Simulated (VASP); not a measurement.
# AlP in VASP: single point with PBEsol

Aim: the single point of AlP with PBEsol.

All numbers are computed with VASP 6.6.1; they aren't measurements. Logs are shortened: lines on timing, memory, paths and dates and some standing lists are left out, and cuts for length are marked.

### 1 The cell of the first run

The cell holds a slab with vacuum, 4 atoms: a = 3.854 Å, b = 3.854 Å, c = 18.934 Å, α = 90.00°, β = 90.00°, γ = 60.00°.

### 2 Single point, PBEsol

Contents of INCAR:

```
  PREC = Accurate
  ENCUT = 400
  EDIFF = 1E-6
  ISMEAR = -1
  SIGMA = 0.1
  LREAL = F
  LASPH = T
  NELM = 120
  ALGO = Normal
  ISIF = 2
  LWAVE = F
  LCHARG = F
  LDIPOL = T
  IDIPOL = 3
  DIPOL = 0.5 0.5 0.500
  GGA = PS
  NBANDS = 16
  GGA_COMPAT = F
  NELMDL = -8
```

Contents of KPOINTS:

```
Automatic mesh
0
Gamma
  4 4 1
```

Contents of POSCAR:

```
AlP
1.0
    3.8544390642      0.0000000000      0.0000000000
    1.9272195321      3.3380421470      0.0000000000
    0.0000000000      0.0000000000     18.9339203967
Al P
2 2
Direct
    0.0000000000      0.0000000000      0.3961144783
    0.3333333333      0.3333333333      0.5623313130
    0.3333333333      0.3333333333      0.4376686870
    0.6666666667      0.6666666667      0.6038855217
```

Potentials or basis: VASP PAW PBE potentials, release 64 (Al, P).

Command:

```
$ cat potpaw_PBE.64/Al/POTCAR potpaw_PBE.64/P/POTCAR > POTCAR
$ mpirun -np 1 vasp_std > vasp.out
```

OUTCAR:

```text
PREC = Accurate
   ENCUT = 400
   EDIFF = 1E-6
   ISMEAR = -1
   LREAL = F
   LASPH = T
   NELM = 120
   ISIF = 2
   GGA = PS
   NELMDL = -8

 ion  position               nearest neighbor table
   1  0.000  0.000  0.396-   3 2.36   3 2.36   3 2.36
   2  0.333  0.333  0.562-   3 2.36   4 2.36   4 2.36   4 2.36
   3  0.333  0.333  0.438-   2 2.36   1 2.36   1 2.36   1 2.36
   4  0.667  0.667  0.604-   2 2.36   2 2.36   2 2.36

  LATTYP: Found a hexagonal cell.
 ALAT       =     3.8544390643
 C/A-ratio  =     4.9122375736

  Lattice vectors:

 A1 = (  -1.9272195321,  -3.3380421470,   0.0000000000)
 A2 = (   3.8544390642,   0.0000000000,   0.0000000000)
 A3 = (   0.0000000000,   0.0000000000,  18.9339203967)

Analysis of symmetry for initial positions (statically):
=====================================================================
 Subroutine PRICEL returns:
 Original cell was already a primitive cell.

 Routine SETGRP: Setting up the symmetry group for a
 hexagonal supercell.

 Subroutine GETGRP returns: Found  6 space group operations
 (whereof  6 operations were pure point group operations)
 out of a pool of 24 trial point group operations.

The static configuration has the point symmetry C_3v.

Analysis of symmetry for dynamics (positions and initial velocities):
=====================================================================
 Subroutine PRICEL returns:
 Original cell was already a primitive cell.

 Routine SETGRP: Setting up the symmetry group for a
 hexagonal supercell.

 Subroutine GETGRP returns: Found  6 space group operations
 (whereof  6 operations were pure point group operations)
 out of a pool of 24 trial point group operations.

The dynamic configuration has the point symmetry C_3v.

 Subroutine INISYM returns: Found  6 space group operations
 (whereof  6 operations are pure point group operations),
 and found     1 'primitive' translations

----------------------------------------------------------------------------------------

                                     Primitive cell

  volume of cell :     243.6091

  direct lattice vectors                    reciprocal lattice vectors
     3.854439064  0.000000000  0.000000000     0.259441123 -0.149788402  0.000000000
     1.927219532  3.338042147  0.000000000     0.000000000  0.299576805  0.000000000
     0.000000000  0.000000000 18.933920397     0.000000000  0.000000000  0.052815264

  length of vectors
     3.854439064  3.854439064 18.933920397     0.299576805  0.299576805  0.052815264

  position of ions in fractional coordinates (direct lattice)
     0.000000000  0.000000000  0.396114478
     0.333333333  0.333333333  0.562331313
     0.333333333  0.333333333  0.437668687
     0.666666667  0.666666667  0.603885522

  ion indices of the primitive-cell ions
   primitive index   ion index
                 1           1
                 2           2
                 3           3
                 4           4

----------------------------------------------------------------------------------------

 KPOINTS: Automatic mesh

Automatic generation of k-mesh.
 Grid dimensions read from file:
 generate k-points for:    4    4    1

 Generating k-lattice:

  Cartesian coordinates                     Fractional coordinates (reciprocal lattice)
     0.064860281 -0.037447101  0.000000000     0.250000000  0.000000000  0.000000000
     0.000000000  0.074894201  0.000000000     0.000000000  0.250000000  0.000000000
     0.000000000  0.000000000  0.052815264     0.000000000  0.000000000  1.000000000

  Length of vectors
     0.074894201  0.074894201  0.052815264

  Shift w.r.t. Gamma in fractional coordinates (k-lattice)
     0.000000000  0.000000000  0.000000000

 Subroutine IBZKPT returns following result:
 ===========================================

 Found      4 irreducible k-points:

 Following reciprocal coordinates:
            Coordinates               Weight
  0.000000  0.000000  0.000000      1.000000
  0.250000  0.000000  0.000000      6.000000
  0.500000  0.000000  0.000000      3.000000
  0.500000  0.250000  0.000000      6.000000
   k-points           NKPTS =      4   k-points in BZ     NKDIM =      4   number of bands    NBANDS=     16
   number of dos      NEDOS =    301   number of ions     NIONS =      4
   total plane-waves  NPLWV =  98784
   dimension x,y,z NGX =    28 NGY =   28 NGZ =  126
   dimension x,y,z NGXF=    56 NGYF=   56 NGZF=  252
   ions per type =               2   2
   NGX,Y,Z   is equivalent  to a cutoff of  12.08, 12.08, 11.06 a.u.
   NGXF,Y,Z  is equivalent  to a cutoff of  24.15, 24.15, 22.13 a.u.
 SYSTEM =  unknown system
   PREC   = accura    normal or accurate (medium, high low for compatibility)
   ISTART =      0    job   : 0-new  1-cont  2-samecut
   ICHARG =      2    charge: 1-file 2-atom 10-const
   ISPIN  =      1    spin polarized calculation?
   LNONCOLLINEAR =      F non collinear calculations
   LSORBIT =      F    spin-orbit coupling
   LASPH  =      T    aspherical Exc in radial PAW
   ENCUT  =  400.0 eV  29.40 Ry    5.42 a.u.   6.29  6.29 30.88*2*pi/ulx,y,z
   NELM   =    120;   NELMIN=  2; NELMDL= -8     # of ELM steps
   EDIFF  = 0.1E-05   stopping-criterion for ELM
   LREAL  =      F    real-space projection
   EDIFFG = 0.1E-04   stopping-criterion for IOM
   NSW    =      0    number of steps for IOM
   IBRION =     -1    ionic relax: 0-MD 1-quasi-New 2-CG
   NFREE  =      0    steps in history (QN), initial steepest desc. (CG)
   ISIF   =      2    stress and relaxation
   ISYM   =      2    0-nonsym 1-usesym 2-fastsym
   POTIM  = 0.5000    time-step for ionic-motion
   TEBEG  =    0.0;   TEEND  =   0.0 temperature during run
   PSTRESS=    0.0 pullay stress
   NELECT =      16.0000    total number of electrons
   NUPDOWN=      -1.0000    fix difference up-down
   EMIN   =  10.00;   EMAX   =-10.00  energy-range for DOS
   EFERMI =   0.00;   METHOD = LEGACY
   ISMEAR =    -1;   SIGMA  =   0.10  broadening in eV -4-tet -1-fermi 0-gaus
   EFERMI_NEDOS =   21; number of points for ismear=-14 and -15
   IALGO  =     38    algorithm
   IMIX   =      4    mixing-type and parameters
     AMIX     =   0.40;   BMIX     =  1.00
     AMIX_MAG =   1.60;   BMIX_MAG =  1.00
  volume/ion in A,a.u.               =      60.90       410.99
  Fermi-wavevector in a.u.,A,eV,Ry     =   0.660516  1.248195  5.935977  0.436282
  Thomas-Fermi vector in A             =   1.732989
   LORBIT       =      0    0 simple, 1 ext, 2 COOP (PROOUT), +10 PAW based schemes
   GGA     = PS    functional components
   LHFCALC =     F    Hartree Fock is set to
   AEXX    =    0.0000 exact exchange contribution
   IVDW    =     0    specifies the selected vdW correction
   LEPSILON=     F    determine dielectric tensor
   LRPA    =     F    only Hartree local field effects (RPA)
 non-spin polarized calculation
  energy-cutoff  :      400.00
  volume of cell :      243.61
 maximum number of plane-waves:      4441
 NGX is ok and might be reduce to    28
   NGX = 13   NGY = 13   NGZ = 61

 number of electron      16.0000001 magnetization

 dipolmoment           0.000000      0.000000      0.190132 electrons x Angstroem

 Free energy of the ion-electron system (eV)
  ---------------------------------------------------
  ext. energy  EPLUGINS =         0.00000000
  ---------------------------------------------------
  free energy    TOTEN  =       -19.52261910 eV

  energy without entropy =      -19.47021718  energy(sigma->0) =      -19.49641814

 E-fermi :  -1.2687     XC(G=0):  -3.9047

 val. band max:       -1.3567641785   @ k =   0.0000   0.0000   0.0000
 cond. band min:      -1.0328555088   @ k =   0.5000   0.2500   0.0000
 fundamental gap:      0.3239086697
 Fermi energy:        -1.2686887713

 k-point     1 :       0.0000    0.0000    0.0000
  band No.  band energies     occupation
      1     -13.5116      2.00000
      2     -11.5406      2.00000
      3      -6.6193      2.00000
      4      -3.0586      2.00000
      5      -3.0586      2.00000
      6      -2.8863      2.00000
[... 8 lines left out ...]
     15       3.6205      0.00000
     16       3.7347      0.00000

 k-point     2 :       0.2500    0.0000    0.0000
  band No.  band energies     occupation
      1     -12.9692      2.00000
      2     -11.0009      2.00000
      3      -6.4922      2.00000
      4      -5.4625      2.00000
      5      -3.8314      2.00000
      6      -3.7230      2.00000
[... 8 lines left out ...]
     15       4.0021      0.00000
     16       4.4742      0.00000

 k-point     3 :       0.5000    0.0000    0.0000
  band No.  band energies     occupation
      1     -12.1655      2.00000
      2     -10.2485      2.00000
      3      -7.7218      2.00000
      4      -6.5359      2.00000
      5      -4.3938      2.00000
      6      -4.2012      2.00000
[... 8 lines left out ...]
     15       4.4010      0.00000
     16       5.3697      0.00000

 k-point     4 :       0.5000    0.2500    0.0000
  band No.  band energies     occupation
      1     -12.2005      2.00000
      2     -10.2606      2.00000
      3      -7.2882      2.00000
      4      -6.1729      2.00000
      5      -5.3618      2.00000
      6      -4.2029      2.00000
[... 8 lines left out ...]
     15       4.2468      0.00000
     16       4.9316      0.00000

------------------------ aborting loop because EDIFF is reached ----------------------------------------

 vacuum level on the upper side and lower side of the slab       (xc-potential included)         1.179        -1.320

  FORCE on cell =-STRESS in cart. coord.  units (eV):
  Direction    XX          YY          ZZ          XY          YZ          ZX
  --------------------------------------------------------------------------------------
  -------------------------------------------------------------------------------------
  Total       -0.8233774     -0.8233774      0.7761740      0.0000000     -0.0000000      0.0000000
  in kB       -5.4152184     -5.4152184      5.1047692      0.0000000     -0.0000000      0.0000000
  external PRESSURE =      -1.9085559 kB  Pullay stress =       0.0000000 kB

 VOLUME and BASIS-vectors are now :
 -----------------------------------------------------------------------------
  energy-cutoff  :      400.00
  volume of cell :      243.61
      direct lattice vectors                 reciprocal lattice vectors
     3.854439064  0.000000000  0.000000000     0.259441123 -0.149788402  0.000000000
     1.927219532  3.338042147  0.000000000     0.000000000  0.299576805  0.000000000
     0.000000000  0.000000000 18.933920397     0.000000000  0.000000000  0.052815264

 POSITION                                       TOTAL-FORCE (eV/Angst)
 -----------------------------------------------------------------------------------
      0.00000      0.00000      7.50000         0.000000      0.000000      0.796203
      1.92722      1.11268     10.64714         0.000000      0.000000      1.402524
      1.92722      1.11268      8.28678        -0.000000     -0.000000     -1.590797
      3.85444      2.22536     11.43392         0.000000      0.000000     -0.607929
 -----------------------------------------------------------------------------------
    total drift:                                0.000000      0.000000     -0.000293

  FREE ENERGIE OF THE ION-ELECTRON SYSTEM (eV)
  ---------------------------------------------------
  free  energy   TOTEN  =       -19.5226190959 eV

  energy  without entropy=      -19.4702171813  energy(sigma->0) =      -19.49641814

 vacuum level on the upper side and lower side of the slab         4.542         1.900
```

It took 38 s on 1 thread of Intel Xeon 6975P-C, shared host; peak memory 0.29 GiB.

Results:

- Free energy: -19.5226 eV
- Largest force: 1.591 eV/Å
- Band gap on the k mesh: 0.32 eV, indirect (least direct gap 0.59 eV)

Forces on the atoms (eV/Å):
```
Al   0.000  0.000  0.796
Al   0.000  0.000  1.403
P    0.000  0.000 -1.591
P    0.000  0.000 -0.608
```

Caveat: the k points lie up to 0.47 Å⁻¹ apart; the PAW data sets were made with another functional, which shifts forces and pressure a little.
